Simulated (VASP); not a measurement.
# CdSe (rocksalt type) (Fm-3m) in VASP: notebook

Runs on CdSe (rocksalt type). Level: PBE. Tasks: single point, relaxation of cell and atoms.

All numbers are computed with VASP 6.6.1; they aren't measurements. Logs are shortened: lines on timing, memory, paths and dates and some standing lists are left out, and cuts for length are marked.

## (1) The cell of the first run

It takes space group Fm-3m (No. 225, cubic). Conventional cell: a = 4.893 Å, b = 4.893 Å, c = 4.893 Å, α = 90.00°, β = 90.00°, γ = 90.00°. Within 3.2 Å of Cd (site symmetry m-3m) lie 6 Se at 2.45 Å. Within 3.2 Å of Se (site symmetry m-3m) lie 6 Cd at 2.45 Å.

## (2) Single point, PBE (volume scaled by 0.62, to set the pressure)

The input, INCAR:

```
SYSTEM = CdSe
  ALGO = Normal
  EDIFF = 1E-6
  ENCUT = 520
  GGA = PE
  ISIF = 2
  ISMEAR = -1
  LASPH = .True.
  LCHARG = .False.
  LREAL = .False.
  LWAVE = .False.
  NBANDS = 16
  NELM = 100
  PREC = Accurate
  SIGMA = 0.05
```

The input, KPOINTS:

```
k-points
0
Gamma
  14 14 14
  0 0 0
```

The input, POSCAR:

```
CdSe
1.0
    0.0000000000      2.4465263665      2.4465263665
    2.4465263665      0.0000000000      2.4465263665
    2.4465263665      2.4465263665      0.0000000000
Cd Se
1 1
Direct
    0.0000000000      0.0000000000      0.0000000000
    0.5000000000      0.5000000000      0.5000000000
```

Potentials or basis: VASP PAW PBE potentials, release 64 (Cd, Se).

The run is started by

```sh
$ cat potpaw_PBE.64/Cd/POTCAR potpaw_PBE.64/Se/POTCAR > POTCAR
$ mpirun -np 1 vasp_std > vasp.out
```

OUTCAR:

```text
SYSTEM = CdSe
   EDIFF = 1E-6
   ENCUT = 520
   GGA = PE
   ISIF = 2
   ISMEAR = -1
   LASPH = .True.
   LREAL = .False.
   NELM = 100
   PREC = Accurate

 ion  position               nearest neighbor table
   1  0.000  0.000  0.000-   2 2.45   2 2.45   2 2.45   2 2.45   2 2.45   2 2.45
   2  0.500  0.500  0.500-   1 2.45   1 2.45   1 2.45   1 2.45   1 2.45   1 2.45

  LATTYP: Found a face centered cubic cell.
 ALAT       =     4.8930527330

  Lattice vectors:

 A1 = (   0.0000000000,   2.4465263665,   2.4465263665)
 A2 = (   2.4465263665,   0.0000000000,   2.4465263665)
 A3 = (   2.4465263665,   2.4465263665,   0.0000000000)

Analysis of symmetry for initial positions (statically):
=====================================================================
 Subroutine PRICEL returns:
 Original cell was already a primitive cell.

 Routine SETGRP: Setting up the symmetry group for a
 face centered cubic supercell.

 Subroutine GETGRP returns: Found 48 space group operations
 (whereof 48 operations were pure point group operations)
 out of a pool of 48 trial point group operations.

The static configuration has the point symmetry O_h .

Analysis of symmetry for dynamics (positions and initial velocities):
=====================================================================
 Subroutine PRICEL returns:
 Original cell was already a primitive cell.

 Routine SETGRP: Setting up the symmetry group for a
 face centered cubic supercell.

 Subroutine GETGRP returns: Found 48 space group operations
 (whereof 48 operations were pure point group operations)
 out of a pool of 48 trial point group operations.

The dynamic configuration has the point symmetry O_h .

 Subroutine INISYM returns: Found 48 space group operations
 (whereof 48 operations are pure point group operations),
 and found     1 'primitive' translations

----------------------------------------------------------------------------------------

                                     Primitive cell

  volume of cell :      29.2873

  direct lattice vectors                    reciprocal lattice vectors
     0.000000000  2.446526367  2.446526367    -0.204371392  0.204371392  0.204371392
     2.446526367  0.000000000  2.446526367     0.204371392 -0.204371392  0.204371392
     2.446526367  2.446526367  0.000000000     0.204371392  0.204371392 -0.204371392

  length of vectors
     3.459910768  3.459910768  3.459910768     0.353981635  0.353981635  0.353981635

  position of ions in fractional coordinates (direct lattice)
[... 78 lines left out ...]
   NELM   =    100;   NELMIN=  2; NELMDL= -5     # of ELM steps
   EDIFF  = 0.1E-05   stopping-criterion for ELM
   LREAL  =      F    real-space projection
   EDIFFG = 0.1E-04   stopping-criterion for IOM
   NSW    =      0    number of steps for IOM
   IBRION =     -1    ionic relax: 0-MD 1-quasi-New 2-CG
   NFREE  =      0    steps in history (QN), initial steepest desc. (CG)
   ISIF   =      2    stress and relaxation
   ISYM   =      2    0-nonsym 1-usesym 2-fastsym
   POTIM  = 0.5000    time-step for ionic-motion
   TEBEG  =    0.0;   TEEND  =   0.0 temperature during run
   PSTRESS=    0.0 pullay stress
   NELECT =      18.0000    total number of electrons
   NUPDOWN=      -1.0000    fix difference up-down
   EMIN   =  10.00;   EMAX   =-10.00  energy-range for DOS
   EFERMI =   0.00;   METHOD = LEGACY
   ISMEAR =    -1;   SIGMA  =   0.05  broadening in eV -4-tet -1-fermi 0-gaus
   EFERMI_NEDOS =   21; number of points for ismear=-14 and -15
   IALGO  =     38    algorithm
   IMIX   =      4    mixing-type and parameters
     AMIX     =   0.40;   BMIX     =  1.00
     AMIX_MAG =   1.60;   BMIX_MAG =  1.00
  volume/ion in A,a.u.               =      14.64        98.82
  Fermi-wavevector in a.u.,A,eV,Ry     =   1.391893  2.630296 26.359456  1.937365
  Thomas-Fermi vector in A             =   2.515688
   LORBIT       =      0    0 simple, 1 ext, 2 COOP (PROOUT), +10 PAW based schemes
   GGA     = PE    functional components
   LHFCALC =     F    Hartree Fock is set to
   AEXX    =    0.0000 exact exchange contribution
   IVDW    =     0    specifies the selected vdW correction
   LEPSILON=     F    determine dielectric tensor
   LRPA    =     F    only Hartree local field effects (RPA)
 non-spin polarized calculation
  energy-cutoff  :      520.00
  volume of cell :       29.29
 maximum number of plane-waves:       802
 NGX is ok and might be reduce to    28
   NGX = 13   NGY = 13   NGZ = 13

 number of electron      18.0000004 magnetization

 Free energy of the ion-electron system (eV)
  ---------------------------------------------------
  ext. energy  EPLUGINS =         0.00000000
  ---------------------------------------------------
  free energy    TOTEN  =        -1.89421334 eV

  energy without entropy =       -1.89041426  energy(sigma->0) =       -1.89231380

 E-fermi :   8.1366     XC(G=0): -12.5053

 val. band max:        8.1173814822   @ k =  -0.2857   0.1429   0.0000
 cond. band min:       8.1611101801   @ k =  -0.3571   0.0714   0.0000
 fundamental gap:      0.0437286980
 Fermi energy:         8.1366159957

 k-point     1 :       0.0000    0.0000    0.0000
  band No.  band energies     occupation
      1      -9.3272      2.00000
      2      -1.9764      2.00000
      3      -1.9764      2.00000
      4      -1.9764      2.00000
      5      -1.9751      2.00000
      6      -1.9751      2.00000
[... 433 lines left out ...]
      3      -2.2062      2.00000
      4      -2.1623      2.00000
      5      -1.7588      2.00000
      6      -1.6474      2.00000
[... 8 lines left out ...]
     15      21.0740      0.00000
     16      21.3862      0.00000

 [... further k-points ...]

------------------------ aborting loop because EDIFF is reached ----------------------------------------

  FORCE on cell =-STRESS in cart. coord.  units (eV):
  Direction    XX          YY          ZZ          XY          YZ          ZX
  --------------------------------------------------------------------------------------
  -------------------------------------------------------------------------------------
  Total       16.9817148     16.9817148     16.9817148      0.0000000      0.0000000     -0.0000000
  in kB      928.9929682    928.9929682    928.9929682      0.0000000      0.0000000     -0.0000000
  external PRESSURE =     928.9929682 kB  Pullay stress =       0.0000000 kB

 VOLUME and BASIS-vectors are now :
 -----------------------------------------------------------------------------
  energy-cutoff  :      520.00
  volume of cell :       29.29
      direct lattice vectors                 reciprocal lattice vectors
     0.000000000  2.446526367  2.446526367    -0.204371392  0.204371392  0.204371392
     2.446526367  0.000000000  2.446526367     0.204371392 -0.204371392  0.204371392
     2.446526367  2.446526367  0.000000000     0.204371392  0.204371392 -0.204371392

 POSITION                                       TOTAL-FORCE (eV/Angst)
 -----------------------------------------------------------------------------------
      0.00000      0.00000      0.00000         0.000000     -0.000000      0.000000
      2.44653      2.44653      2.44653        -0.000000      0.000000     -0.000000
 -----------------------------------------------------------------------------------
    total drift:                               -0.000000      0.000000      0.000000

  FREE ENERGIE OF THE ION-ELECTRON SYSTEM (eV)
  ---------------------------------------------------
  free  energy   TOTEN  =        -1.8942133353 eV

  energy  without entropy=       -1.8904142584  energy(sigma->0) =       -1.89231380
```

OSZICAR:

```text
N       E                     dE             d eps       ncg     rms          rms(c)
DAV:   1     0.116889719668E+03    0.11689E+03   -0.98586E+03  3512   0.112E+03
DAV:   2     0.741421024739E+00   -0.11615E+03   -0.10995E+03  4080   0.275E+02
DAV:   3    -0.234980043283E+01   -0.30912E+01   -0.30873E+01  4000   0.467E+01
DAV:   4    -0.235608604132E+01   -0.62856E-02   -0.62855E-02  4072   0.216E+00
DAV:   5    -0.235610165920E+01   -0.15618E-04   -0.15618E-04  4016   0.101E-01    0.182E+01
DAV:   6    -0.194671633404E+01    0.40939E+00   -0.48952E-01  4720   0.124E+01    0.128E+01
DAV:   7    -0.189844222416E+01    0.48274E-01   -0.27202E-01  4088   0.446E+00    0.282E+00
DAV:   8    -0.189470885702E+01    0.37334E-02   -0.37192E-02  3720   0.283E+00    0.440E-01
DAV:   9    -0.189420737786E+01    0.50148E-03   -0.42163E-03  4224   0.742E-01    0.714E-02
DAV:  10    -0.189420802382E+01   -0.64595E-06   -0.11385E-04  3864   0.183E-01    0.278E-02
DAV:  11    -0.189421300629E+01   -0.49825E-05   -0.84221E-06  3880   0.286E-02    0.769E-03
DAV:  12    -0.189421333526E+01   -0.32897E-06   -0.55599E-07  2664   0.882E-03
   1 F= -.18942133E+01 E0= -.18923138E+01  d E =-.379908E-02
```

Wall time 32 s (1 thread of AMD EPYC 9R45 (Zen 5), shared host); peak memory 0.16 GiB.

Results:

* Free energy: -1.8942 eV
* Pressure: 92.9 GPa
* Band gap on the k mesh: zero (band 9 reaches 8.20 eV, above the bottom of band 10 at 7.31 eV)

Caveat: the cell differs from its parent crystal (volume scaled by 0.62, to set the pressure).

(Continued in part 2 of 2.)
